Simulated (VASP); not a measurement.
# Sb (Pm-3m) in VASP: relaxation of cell and atoms with PBE

Aim: the relaxation of cell and atoms of Sb with PBE.

Program: VASP 6.6.1. These are calculated values, not measurements. Logs are shortened: lines on timing, memory, paths and dates and some standing lists are left out, and cuts for length are marked.

**1. The cell of the first run**

Symmetry: Pm-3m, No. 221, cubic system. The conventional cell has a = 3.110 Å, b = 3.110 Å, c = 3.110 Å, α = 90.00°, β = 90.00°, γ = 90.00°. Within 4.1 Å of Sb (site symmetry m-3m) lie 6 Sb at 3.11 Å.

This isn't the form of Sb at room conditions, which is rhombohedral.

**2. Relaxation of cell and atoms, PBE, non-collinear spin, zero start, spin-orbit coupling**

The input, INCAR:

```
SYSTEM = Sb
PREC = Accurate
ENCUT = 600
EDIFF = 1E-6
ISMEAR = -1
SIGMA = 0.05
LREAL = .False.
LASPH = .True.
NELM = 150
ALGO = Normal
ISIF = 3
LWAVE = .False.
LCHARG = .False.
MAGMOM = 0 0 0
LORBIT = 11
LSORBIT = .True.
GGA_COMPAT = .False.
LORBMOM = .True.
GGA = PE
IBRION = 2
NSW = 45
EDIFFG = -0.005
```

The input, KPOINTS:

```
regular mesh
0
Gamma
  13 13 13
  0 0 0
```

The input, POSCAR:

```
Sb
1.0
    3.1101202100      0.0000000000      0.0000000000
    0.0000000000      3.1101202100      0.0000000000
    0.0000000000      0.0000000000      3.1101202100
Sb
1
Direct
    0.0000000000      0.0000000000      0.0000000000
```

Potentials or basis: VASP PAW PBE potentials, release 64 (Sb).

Run with:

```
> cat potpaw_PBE.64/Sb/POTCAR > POTCAR
> mpirun -np 1 vasp_ncl > vasp.out
```

OUTCAR:

```text
SYSTEM = Sb
   PREC = Accurate
   ENCUT = 600
   EDIFF = 1E-6
   ISMEAR = -1
   LREAL = .False.
   LASPH = .True.
   NELM = 150
   ISIF = 3
   LORBIT = 11
   LSORBIT = .True.
   GGA = PE
   IBRION = 2
   NSW = 45
   EDIFFG = -0.005

 ion  position               nearest neighbor table
   1  0.000  0.000  0.000-

  LATTYP: Found a simple cubic cell.
 ALAT       =     3.1101202100

  Lattice vectors:

 A1 = (   3.1101202100,   0.0000000000,   0.0000000000)
 A2 = (   0.0000000000,   3.1101202100,   0.0000000000)
 A3 = (   0.0000000000,   0.0000000000,   3.1101202100)

Analysis of symmetry for initial positions (statically):
=====================================================================
 Subroutine PRICEL returns:
 Original cell was already a primitive cell.

 Routine SETGRP: Setting up the symmetry group for a
 simple cubic supercell.

 Subroutine GETGRP returns: Found 48 space group operations
 (whereof 48 operations were pure point group operations)
 out of a pool of 48 trial point group operations.

The static configuration has the point symmetry O_h .

Analysis of symmetry for dynamics (positions and initial velocities):
=====================================================================
 Subroutine PRICEL returns:
 Original cell was already a primitive cell.

 Routine SETGRP: Setting up the symmetry group for a
 simple cubic supercell.

 Subroutine GETGRP returns: Found 48 space group operations
 (whereof 48 operations were pure point group operations)
 out of a pool of 48 trial point group operations.

The dynamic configuration has the point symmetry O_h .

Analysis of structural, dynamic, and magnetic symmetry:
=====================================================================
 Subroutine PRICEL returns:
 Original cell was already a primitive cell.

 Routine SETGRP: Setting up the symmetry group for a
 simple cubic supercell.

 Subroutine GETGRP returns: Found 48 space group operations
 (whereof 48 operations were pure point group operations)
 out of a pool of 48 trial point group operations.

The overall configuration has the point symmetry O_h .

[... 169 lines left out ...]
     11      13.9387      0.00000
     12      13.9387      0.00000
[... 331 lines left out ...]
 k-point    24 :       0.3846    0.3077    0.0000
  band No.  band energies     occupation
      1      -2.1101      1.00000
      2      -2.1101      1.00000
      3       3.6183      1.00000
      4       3.6183      1.00000
      5       5.5841      1.00000
      6       5.5841      1.00000
      7      11.9149      0.00000
      8      11.9149      0.00000
      9      13.1086      0.00000
     10      13.1086      0.00000
     11      17.3218      0.00000
     12      17.3218      0.00000

 [... further k-points ...]

------------------------ aborting loop because EDIFF is reached ----------------------------------------

  FORCE on cell =-STRESS in cart. coord.  units (eV):
  Direction    XX          YY          ZZ          XY          YZ          ZX
  --------------------------------------------------------------------------------------
  -------------------------------------------------------------------------------------
  Total       -0.0016367     -0.0016367     -0.0016367      0.0000000     -0.0000000      0.0000000
  in kB       -0.0871645     -0.0871645     -0.0871645      0.0000000     -0.0000000      0.0000000
  external PRESSURE =      -0.0871645 kB  Pullay stress =       0.0000000 kB

 VOLUME and BASIS-vectors are now :
 -----------------------------------------------------------------------------
  energy-cutoff  :      600.00
  volume of cell :       30.08
      direct lattice vectors                 reciprocal lattice vectors
     3.110120210  0.000000000  0.000000000     0.321530980  0.000000000  0.000000000
     0.000000000  3.110120210  0.000000000     0.000000000  0.321530980  0.000000000
     0.000000000  0.000000000  3.110120210     0.000000000  0.000000000  0.321530980

 POSITION                                       TOTAL-FORCE (eV/Angst)
 -----------------------------------------------------------------------------------
      0.00000      0.00000      0.00000         0.000000      0.000000      0.000000
 -----------------------------------------------------------------------------------
    total drift:                                0.000000      0.000000      0.000000

  FREE ENERGIE OF THE ION-ELECTRON SYSTEM (eV)
  ---------------------------------------------------
  free  energy   TOTEN  =        -4.1713848483 eV

  energy  without entropy=       -4.1686365654  energy(sigma->0) =       -4.17001071

 reached required accuracy - stopping structural energy minimisation

 orbital moment (x)

 # of ion     p       d       tot
 ----------------------------------------
  1         0.000  -0.000  -0.000
 ----------------------------------------
            0.000  -0.000  -0.000

 orbital moment (y)

 # of ion     p       d       tot
 ----------------------------------------
  1         0.000  -0.000  -0.000
 ----------------------------------------
            0.000  -0.000  -0.000

 orbital moment (z)

 # of ion     p       d       tot
 ----------------------------------------
  1         0.000   0.000   0.000
 ----------------------------------------
            0.000   0.000   0.000

 Spin-Orbit-Coupling matrix elements

 Ion:    1  E_soc:     -0.1312354
 l=   1
     0.0000000    -0.0217468    -0.0217468
    -0.0217468     0.0000000    -0.0217468
    -0.0217468    -0.0217468     0.0000000
 l=   2
     0.0000000    -0.0000152     0.0000000    -0.0000152    -0.0001106
    -0.0000152     0.0000000    -0.0000830    -0.0000152    -0.0000277
     0.0000000    -0.0000830     0.0000000    -0.0000830     0.0000000
    -0.0000152    -0.0000152    -0.0000830     0.0000000    -0.0000277
    -0.0001106    -0.0000277     0.0000000    -0.0000277     0.0000000
 l=   3
     0.0000000     0.0000000     0.0000000     0.0000000     0.0000000     0.0000000     0.0000000
     0.0000000     0.0000000     0.0000000     0.0000000     0.0000000     0.0000000     0.0000000
     0.0000000     0.0000000     0.0000000     0.0000000     0.0000000     0.0000000     0.0000000
     0.0000000     0.0000000     0.0000000     0.0000000     0.0000000     0.0000000     0.0000000
     0.0000000     0.0000000     0.0000000     0.0000000     0.0000000     0.0000000     0.0000000
     0.0000000     0.0000000     0.0000000     0.0000000     0.0000000     0.0000000     0.0000000
     0.0000000     0.0000000     0.0000000     0.0000000     0.0000000     0.0000000     0.0000000

 total charge

# of ion       s       p       d       tot
------------------------------------------
    1        1.215   1.118   0.035   2.368

 magnetization (x)

# of ion       s       p       d       tot
------------------------------------------
    1        0.000   0.000   0.000   0.000

 magnetization (y)

# of ion       s       p       d       tot
------------------------------------------
    1        0.000  -0.000   0.000  -0.000

 magnetization (z)

# of ion       s       p       d       tot
------------------------------------------
    1        0.000   0.000  -0.000  -0.000
```

CONTCAR:

```text
Sb
   1.00000000000000
     3.1101202099999998    0.0000000000000000    0.0000000000000000
     0.0000000000000000    3.1101202099999998    0.0000000000000000
     0.0000000000000000    0.0000000000000000    3.1101202099999998
  Sb
     1
Direct
     0.0000000000000000    0.0000000000000000    0.0000000000000000

  0.00000000E+00  0.00000000E+00  0.00000000E+00
```

Run time: 76 s. Hardware: 1 thread of Intel Xeon 8259CL, shared host; peak memory 0.27 GiB.

Results:

- Free energy: -4.1714 eV
- Pressure after relaxing: 0.0 GPa
- Net moment: 0.00 μB per cell
- Valence electrons inside the program's atomic spheres: Sb 2.37

Final structure:
```xyz
1
Lattice="3.1101 0.0000 0.0000 0.0000 3.1101 0.0000 0.0000 0.0000 3.1101" Properties=species:S:1:pos:R:3 pbc="T T T"
Sb    0.0000    0.0000    0.0000
```

Moments on the atoms (μB; x, y, z):
```
Sb  0.00 0.00 0.00
```
